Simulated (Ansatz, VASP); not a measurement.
**MgS in VASP and in Ansatz**

```
Mg S
1.0
     4.23006    0.00000    0.00000
    -2.11503    3.66334    0.00000
     0.00000    0.00000    6.05241
Mg S
2 2
Direct
  0.33333 0.66667 0.98299
  0.66667 0.33333 0.48299
  0.33333 0.66667 0.39201
  0.66667 0.33333 0.89201
```

Change from the starting cell: epitaxial_xy strain +5.0%.

Alike in both runs: task single point; functional PBE; k mesh 12 × 12 × 4; occupations fermi-dirac, width 0.02 eV; no spin polarisation.

```csv
,VASP,Ansatz
version,VASP 6.6.1,Ansatz 0.2.0
potentials or method,"VASP PAW PBE potentials, release 64 (Mg, S)","plane waves, PAW"
plane-wave cutoff (eV),520,420
valence electrons in the cell,16,32
```

Ansatz gave:

* gap on the k mesh at the Fermi level (eV): 2.88
* pressure (GPa): -1.5
* traceless stress, the component that is largest in VASP (GPa): 2.31
* rms of the force components (eV/Å): 0.012

**Question.** Which values does VASP return?

**Answer.** gap on the k mesh at the Fermi level (eV): 2.87; pressure (GPa): -1.7; traceless stress, the component that is largest in VASP (GPa): 2.34; rms of the force components (eV/Å): 0.010.

Atom by atom the forces differ by 0.001 eV/Å (rms over components). VASP's potentials hold 16 valence electrons a cell and Ansatz's 32, so a difference there can come from the potentials and not from the codes.
